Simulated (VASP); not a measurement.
# H8CO6 in VASP: a series of runs, part 2 of 3

VASP 6.6.1.

## Step 3: Single point, PBEsol

INCAR

```
SYSTEM = H8CO6
PREC = Accurate ; ENCUT = 910
EDIFF = 1E-6 ; ISMEAR = -1
SIGMA = 0.05 ; LREAL = Auto
LASPH = .TRUE. ; NELM = 120
ALGO = Normal ; ISIF = 2
LWAVE = .FALSE. ; LCHARG = .FALSE.
GGA = PS ; NBANDS = 37
GGA_COMPAT = .FALSE.
```

KPOINTS

```
Automatic mesh
0
G
  1 1 1
  0 0 0
```

POSCAR

```
H8CO6
1.0
    5.5112720000      0.0000000000      0.0000000000
    0.0000000000      5.5112720000      0.0000000000
    0.0000000000      0.0000000000      5.5112720000
O H C
6 8 1
Direct
    0.6892419754      0.9779956424      0.4727039420
    0.4210461759      0.4552488064      0.3263493437
    0.1590376958      0.7420972872      0.5584736155
    0.7956783842      0.2852517531     -0.0592240775
    0.4893062799      0.8346167636     -0.0043728562
    0.2220902906      1.1547424986      0.0909953274
    0.7502442267      1.0969337024      0.5838216659
    0.5086303126      0.9974103982      0.4533799094
    0.5242528404      0.3198172763      0.3582476060
    0.5402201162      0.5738784077      0.3969682498
    0.2710263620      0.6863206897      0.4512569875
    0.0179631853      0.6364955313      0.5505081223
    0.8881071375      0.1162526546     -0.0528371672
    0.9298579348      0.4023209161     -0.0057155589
    0.3646526609      1.0002046714      0.0449805417
```

Potentials or basis: VASP PAW PBE potentials, release 64 (O_h, H_h, C_h).

Run with:

```sh
cat potpaw_PBE.64/O_h/POTCAR potpaw_PBE.64/H_h/POTCAR potpaw_PBE.64/C_h/POTCAR > POTCAR
mpirun -np 1 vasp_gam > vasp.out
```

OUTCAR:

```text
SYSTEM = H8CO6
   PREC = Accurate
   ENCUT = 910
   EDIFF = 1E-6
   ISMEAR = -1
   LREAL = Auto
   LASPH = .TRUE.
   NELM = 120
   ISIF = 2
   GGA = PS

 ion  position               nearest neighbor table
   1  0.689  0.978  0.473-   7 0.96   8 1.01
   2  0.421  0.455  0.326-   9 0.95  10 1.01
   3  0.159  0.742  0.558-  11 0.91  12 0.97
   4  0.796  0.285  0.941-  14 1.02  13 1.06
   5  0.489  0.835  0.996-  15 1.17
   6  0.222  0.155  0.091-  15 1.19
   7  0.750  0.097  0.584-   1 0.96
   8  0.509  0.997  0.453-   1 1.01
   9  0.524  0.320  0.358-   2 0.95
  10  0.540  0.574  0.397-   2 1.01
  11  0.271  0.686  0.451-   3 0.91
  12  0.018  0.636  0.551-   3 0.97
  13  0.888  0.116  0.947-   4 1.06
  14  0.930  0.402  0.994-   4 1.02
  15  0.365  0.000  0.045-   5 1.17   6 1.19

  LATTYP: Found a simple cubic cell.
 ALAT       =     5.5112720000

  Lattice vectors:

 A1 = (   5.5112720000,   0.0000000000,   0.0000000000)
 A2 = (   0.0000000000,   5.5112720000,   0.0000000000)
 A3 = (   0.0000000000,   0.0000000000,   5.5112720000)

Analysis of symmetry for initial positions (statically):
=====================================================================
 Subroutine PRICEL returns:
 Original cell was already a primitive cell.

 Routine SETGRP: Setting up the symmetry group for a
 simple cubic supercell.

 Subroutine GETGRP returns: Found  1 space group operations
 (whereof  1 operations were pure point group operations)
 out of a pool of 48 trial point group operations.

The static configuration has the point symmetry C_1 .

Analysis of symmetry for dynamics (positions and initial velocities):
[... 141 lines left out ...]
   IVDW    =     0    specifies the selected vdW correction
   LEPSILON=     F    determine dielectric tensor
   LRPA    =     F    only Hartree local field effects (RPA)
 non-spin polarized calculation
  energy-cutoff  :      910.00
  volume of cell :      167.40
 maximum number of plane-waves:      5198
 NGX is ok and might be reduce to    54
   NGX = 27   NGY = 27   NGZ = 27

 number of electron      48.0000002 magnetization

 Free energy of the ion-electron system (eV)
  ---------------------------------------------------
  ext. energy  EPLUGINS =         0.00000000
  ---------------------------------------------------
  free energy    TOTEN  =       -80.26338270 eV

  energy without entropy =      -80.26338270  energy(sigma->0) =      -80.26338270

 E-fermi :  -1.5592     XC(G=0):  -7.0875

 val. band max:       -2.7535597229   @ k =   0.0000   0.0000   0.0000
 cond. band min:       1.2469033382   @ k =   0.0000   0.0000   0.0000
 fundamental gap:      4.0004630610
 Fermi energy:        -1.5592121184

 k-point     1 :       0.0000    0.0000    0.0000
  band No.  band energies     occupation
      1     -24.8878      2.00000
      2     -23.8597      2.00000
      3     -21.9184      2.00000
      4     -21.4206      2.00000
      5     -20.9866      2.00000
      6     -20.5325      2.00000
[... 28 lines left out ...]
     35       8.2229      0.00000
     36       8.6957      0.00000
 [bands above 36 left out]

------------------------ aborting loop because EDIFF is reached ----------------------------------------

  FORCE on cell =-STRESS in cart. coord.  units (eV):
  Direction    XX          YY          ZZ          XY          YZ          ZX
  --------------------------------------------------------------------------------------
  -------------------------------------------------------------------------------------
  Total       -0.7662894     -0.8647898      3.5015824     -1.2960069      0.8545758     -1.5921598
  in kB       -7.3341175     -8.2768596     33.5134700    -12.4040177      8.1791021    -15.2384816
  external PRESSURE =       5.9674976 kB  Pullay stress =       0.0000000 kB

 VOLUME and BASIS-vectors are now :
 -----------------------------------------------------------------------------
  energy-cutoff  :      910.00
  volume of cell :      167.40
      direct lattice vectors                 reciprocal lattice vectors
     5.511272000  0.000000000  0.000000000     0.181446316  0.000000000  0.000000000
     0.000000000  5.511272000  0.000000000     0.000000000  0.181446316  0.000000000
     0.000000000  0.000000000  5.511272000     0.000000000  0.000000000  0.181446316

 POSITION                                       TOTAL-FORCE (eV/Angst)
 -----------------------------------------------------------------------------------
      3.79860      5.39000      2.60520        -1.482316     -0.769941     -1.321203
      2.32050      2.50900      1.79860         1.632197      1.728857      0.823953
      0.87650      4.08990      3.07790        -3.009837      2.378289      3.091987
      4.38520      1.57210      5.18487         2.449152     -1.264483      0.023268
      2.69670      4.59980      5.48717        -0.261886      0.973890      0.232607
      1.22400      0.85283      0.50150         1.232516     -1.688332     -0.378115
      4.13480      0.53423      3.21760        -0.008361      0.689146      0.912514
      2.80320      5.49700      2.49870         1.261182      0.062072      0.828652
      2.88930      1.76260      1.97440         0.363713     -1.446653     -0.251853
      2.97730      3.16280      2.18780        -0.577786     -0.123137     -0.536081
      1.49370      3.78250      2.48700         1.879309     -1.991972     -2.233109
      0.09900      3.50790      3.03400         0.269566      0.171274     -0.200882
      4.89460      0.64070      5.22007        -1.405992      2.874205      0.141776
      5.12470      2.21730      5.47977        -1.497483     -1.465801     -0.677265
      2.00970      0.00113      0.24790        -0.843974     -0.127414     -0.456250
 -----------------------------------------------------------------------------------
    total drift:                                0.001161     -0.003009      0.003614

  FREE ENERGIE OF THE ION-ELECTRON SYSTEM (eV)
  ---------------------------------------------------
  free  energy   TOTEN  =       -80.2633827025 eV

  energy  without entropy=      -80.2633827024  energy(sigma->0) =      -80.26338270
```

It took 34 s on 1 thread of Intel Xeon 6975P-C (Granite Rapids), shared host; peak memory 0.35 GiB.

What came out:

```yaml
Free_energy: -80.2634 eV
Pressure: 0.6 GPa
Largest_force: 4.927 eV/Å
Band_gap_on_the_k_mesh: 4.00 eV
```

Forces in eV/Å, atoms in the order of the input:
```
O   -1.482 -0.770 -1.321
O    1.632  1.729  0.824
O   -3.010  2.378  3.092
O    2.449 -1.264  0.023
O   -0.262  0.974  0.233
O    1.233 -1.688 -0.378
H   -0.008  0.689  0.913
H    1.261  0.062  0.829
H    0.364 -1.447 -0.252
H   -0.578 -0.123 -0.536
H    1.879 -1.992 -2.233
H    0.270  0.171 -0.201
H   -1.406  2.874  0.142
H   -1.497 -1.466 -0.677
C   -0.844 -0.127 -0.456
```

Caveat: the k points lie up to 1.14 Å⁻¹ apart; the cutoff is under 1.25 times the usual one of these potentials, so pressure, stress and relaxed cells hold a basis-set (Pulay) error; the PAW data sets were made with another functional, which shifts forces and pressure a little.

## Step 4: Single point, PBEsol

INCAR

```
SYSTEM = H8CO6
ALGO = Normal
EDIFF = 1E-6
ENCUT = 910
GGA = PS
GGA_COMPAT = .False.
ISIF = 2
ISMEAR = -1
LASPH = .True.
LCHARG = .False.
LREAL = Auto
LWAVE = .False.
NBANDS = 37
NELM = 120
PREC = Accurate
SIGMA = 0.05
```

KPOINTS

```
k-points
0
Gamma
  1 1 1
  0 0 0
```

POSCAR

```
H8CO6
1.0
    5.5112720000      0.0000000000      0.0000000000
    0.0000000000      5.5112720000      0.0000000000
    0.0000000000      0.0000000000      5.5112720000
O H C
6 8 1
Direct
    0.7454540440      1.0211072870      0.4038450652
    0.3526227702      0.4527267027      0.4160745469
    0.0612381316      0.6584686802      0.6236128429
    0.8654444927      0.2505229283     -0.0410794459
    0.5363553096      0.7953154916     -0.1345605878
    0.3324459399      1.0658700931      0.1105552402
    0.7490466811      0.9641331439      0.2301283624
    0.6451142313      0.9155599651      0.4986507652
    0.5390044258      0.4216812380      0.4341828892
    0.3449113018      0.6327577372      0.3600257799
    0.1099201781      0.5119870694      0.5612315995
   -0.0539077004      0.7368353440      0.5276458865
    0.7336418888      0.3612051809     -0.0058244267
    0.9267007689      0.2330133588     -0.2152497645
    0.4453781269      0.9309466127      0.0011794011
```

Potentials or basis: VASP PAW PBE potentials, release 64 (O_h, H_h, C_h).

Run with:

```sh
cat potpaw_PBE.64/O_h/POTCAR potpaw_PBE.64/H_h/POTCAR potpaw_PBE.64/C_h/POTCAR > POTCAR
mpirun -np 1 vasp_gam > vasp.out
```

OUTCAR:

```text
SYSTEM = H8CO6
   EDIFF = 1E-6
   ENCUT = 910
   GGA = PS
   ISIF = 2
   ISMEAR = -1
   LASPH = .True.
   LREAL = Auto
   NELM = 120
   PREC = Accurate

 ion  position               nearest neighbor table
   1  0.745  0.021  0.404-   8 0.96   7 1.01
   2  0.353  0.453  0.416-  10 1.04   9 1.05
   3  0.061  0.658  0.624-  11 0.92  12 0.93
   4  0.865  0.251  0.959-  13 0.97  14 1.02
   5  0.536  0.795  0.865-  15 1.17
   6  0.332  0.066  0.111-  15 1.14
   7  0.749  0.964  0.230-   1 1.01
   8  0.645  0.916  0.499-   1 0.96
   9  0.539  0.422  0.434-   2 1.05
  10  0.345  0.633  0.360-   2 1.04
  11  0.110  0.512  0.561-   3 0.92
  12  0.946  0.737  0.528-   3 0.93
  13  0.734  0.361  0.994-   4 0.97
  14  0.927  0.233  0.785-   4 1.02
  15  0.445  0.931  0.001-   6 1.14   5 1.17

  LATTYP: Found a simple cubic cell.
 ALAT       =     5.5112720000

  Lattice vectors:

 A1 = (   5.5112720000,   0.0000000000,   0.0000000000)
 A2 = (   0.0000000000,   5.5112720000,   0.0000000000)
 A3 = (   0.0000000000,   0.0000000000,   5.5112720000)

Analysis of symmetry for initial positions (statically):
=====================================================================
 Subroutine PRICEL returns:
 Original cell was already a primitive cell.

 Routine SETGRP: Setting up the symmetry group for a
 simple cubic supercell.

 Subroutine GETGRP returns: Found  1 space group operations
 (whereof  1 operations were pure point group operations)
 out of a pool of 48 trial point group operations.

The static configuration has the point symmetry C_1 .

Analysis of symmetry for dynamics (positions and initial velocities):
[... 141 lines left out ...]
   IVDW    =     0    specifies the selected vdW correction
   LEPSILON=     F    determine dielectric tensor
   LRPA    =     F    only Hartree local field effects (RPA)
 non-spin polarized calculation
  energy-cutoff  :      910.00
  volume of cell :      167.40
 maximum number of plane-waves:      5198
 NGX is ok and might be reduce to    54
   NGX = 27   NGY = 27   NGZ = 27

 number of electron      47.9999999 magnetization

 Free energy of the ion-electron system (eV)
  ---------------------------------------------------
  ext. energy  EPLUGINS =         0.00000000
  ---------------------------------------------------
  free energy    TOTEN  =       -80.22839924 eV

  energy without entropy =      -80.22839924  energy(sigma->0) =      -80.22839924

 E-fermi :  -1.2029     XC(G=0):  -7.1132

 val. band max:       -2.4075034514   @ k =   0.0000   0.0000   0.0000
 cond. band min:       0.9886942496   @ k =   0.0000   0.0000   0.0000
 fundamental gap:      3.3961977011
 Fermi energy:        -1.2029128419

 k-point     1 :       0.0000    0.0000    0.0000
  band No.  band energies     occupation
      1     -25.3710      2.00000
      2     -24.2464      2.00000
      3     -21.7408      2.00000
      4     -21.4143      2.00000
      5     -20.6803      2.00000
      6     -20.4170      2.00000
[... 28 lines left out ...]
     35       8.6244      0.00000
     36       9.1906      0.00000
 [bands above 36 left out]

------------------------ aborting loop because EDIFF is reached ----------------------------------------

  FORCE on cell =-STRESS in cart. coord.  units (eV):
  Direction    XX          YY          ZZ          XY          YZ          ZX
  --------------------------------------------------------------------------------------
  -------------------------------------------------------------------------------------
  Total        3.0955502      3.0248478      0.3007870     -3.7721332      2.3359258     -0.4933431
  in kB       29.6273563     28.9506673      2.8788169    -36.1028984     22.3570286     -4.7217626
  external PRESSURE =      20.4856135 kB  Pullay stress =       0.0000000 kB

 VOLUME and BASIS-vectors are now :
 -----------------------------------------------------------------------------
  energy-cutoff  :      910.00
  volume of cell :      167.40
      direct lattice vectors                 reciprocal lattice vectors
     5.511272000  0.000000000  0.000000000     0.181446316  0.000000000  0.000000000
     0.000000000  5.511272000  0.000000000     0.000000000  0.181446316  0.000000000
     0.000000000  0.000000000  5.511272000     0.000000000  0.000000000  0.181446316

 POSITION                                       TOTAL-FORCE (eV/Angst)
 -----------------------------------------------------------------------------------
      4.10840      0.11633      2.22570         0.907507      0.056620     -1.282982
      1.94340      2.49510      2.29310         4.127687      1.369168     -1.523721
      0.33750      3.62900      3.43690        -0.712534      2.881039      3.518225
      4.76970      1.38070      5.28487         1.050324     -1.349744     -0.778995
      2.95600      4.38320      4.76967         0.717740     -0.577936      0.153286
      1.83220      0.36303      0.60930        -1.279650      1.398069      1.657696
      4.12820      5.31360      1.26830         0.323004      0.686933      1.345199
      3.55540      5.04590      2.74820        -0.740829     -0.503363      0.427043
      2.97060      2.32400      2.39290        -2.558469      0.017010     -0.264102
      1.90090      3.48730      1.98420        -0.017039     -2.374231      0.992128
      0.60580      2.82170      3.09310         0.926706     -2.725224     -1.318684
      5.21417      4.06090      2.90800        -1.464751      1.048063     -1.322169
      4.04330      1.99070      5.47917         0.086822      0.346075     -1.130513
      5.10730      1.28420      4.32497        -1.467875      0.905025      1.921753
      2.45460      5.13070      0.00650         0.101356     -1.177504     -2.394165
 -----------------------------------------------------------------------------------
    total drift:                                0.001765     -0.000196     -0.000935

  FREE ENERGIE OF THE ION-ELECTRON SYSTEM (eV)
  ---------------------------------------------------
  free  energy   TOTEN  =       -80.2283992353 eV

  energy  without entropy=      -80.2283992352  energy(sigma->0) =      -80.22839924
```

OSZICAR:

```text
N       E                     dE             d eps       ncg     rms          rms(c)
DAV:   1     0.597511315939E+03    0.59751E+03   -0.34810E+04    74   0.187E+03
DAV:   2     0.192186484061E+02   -0.57829E+03   -0.53676E+03   100   0.369E+02
DAV:   3    -0.849223190011E+02   -0.10414E+03   -0.10246E+03    92   0.159E+02
DAV:   4    -0.882919838870E+02   -0.33697E+01   -0.33511E+01    92   0.309E+01
DAV:   5    -0.883756822939E+02   -0.83698E-01   -0.83679E-01   100   0.468E+00    0.175E+01
DAV:   6    -0.806638476037E+02    0.77118E+01   -0.21975E+01    92   0.243E+01    0.694E+00
DAV:   7    -0.803592777120E+02    0.30457E+00   -0.10424E+00    92   0.641E+00    0.420E+00
DAV:   8    -0.802180753708E+02    0.14120E+00   -0.29625E-01   100   0.387E+00    0.561E-01
DAV:   9    -0.802225878140E+02   -0.45124E-02   -0.29777E-02    92   0.107E+00    0.291E-01
DAV:  10    -0.802271563322E+02   -0.45685E-02   -0.79607E-03    92   0.584E-01    0.119E-01
DAV:  11    -0.802278133656E+02   -0.65703E-03   -0.67408E-04    84   0.215E-01    0.730E-02
DAV:  12    -0.802283684040E+02   -0.55504E-03   -0.97905E-04   108   0.196E-01    0.353E-02
DAV:  13    -0.802283832602E+02   -0.14856E-04   -0.10034E-04    92   0.678E-02    0.159E-02
DAV:  14    -0.802283984780E+02   -0.15218E-04   -0.71579E-05    92   0.455E-02    0.981E-03
DAV:  15    -0.802283992353E+02   -0.75732E-06   -0.58836E-06   100   0.175E-02
   1 F= -.80228399E+02 E0= -.80228399E+02  d E =-.864151E-10
```

Wall time 38 s (1 thread of Intel Xeon Platinum 8259CL at 2.50GHz (Skylake/Cascade Lake), shared host); peak memory 0.35 GiB.

What came out:

| Item | Value |
| --- | --- |
| Free energy | -80.2284 eV |
| Pressure | 2.0 GPa |
| Largest force | 4.608 eV/Å |
| Band gap on the k mesh | 3.40 eV |

Forces in eV/Å, atoms in the order of the input:
```
O    0.908  0.057 -1.283
O    4.128  1.369 -1.524
O   -0.713  2.881  3.518
O    1.050 -1.350 -0.779
O    0.718 -0.578  0.153
O   -1.280  1.398  1.658
H    0.323  0.687  1.345
H   -0.741 -0.503  0.427
H   -2.558  0.017 -0.264
H   -0.017 -2.374  0.992
H    0.927 -2.725 -1.319
H   -1.465  1.048 -1.322
H    0.087  0.346 -1.131
H   -1.468  0.905  1.922
C    0.101 -1.178 -2.394
```

Levels at points of the mesh, in eV from the valence-band top:
```tsv
k point	band 22	band 23	band 24	band 25	band 26	band 27
(0.00, 0.00, 0.00)	-1.15	-0.72	0.00	3.40	5.62	5.97
```

Caveat: the k points lie up to 1.14 Å⁻¹ apart; the cutoff is under 1.25 times the usual one of these potentials, so pressure, stress and relaxed cells hold a basis-set (Pulay) error; the PAW data sets were made with another functional, which shifts forces and pressure a little.

[end of part 2 of 3]
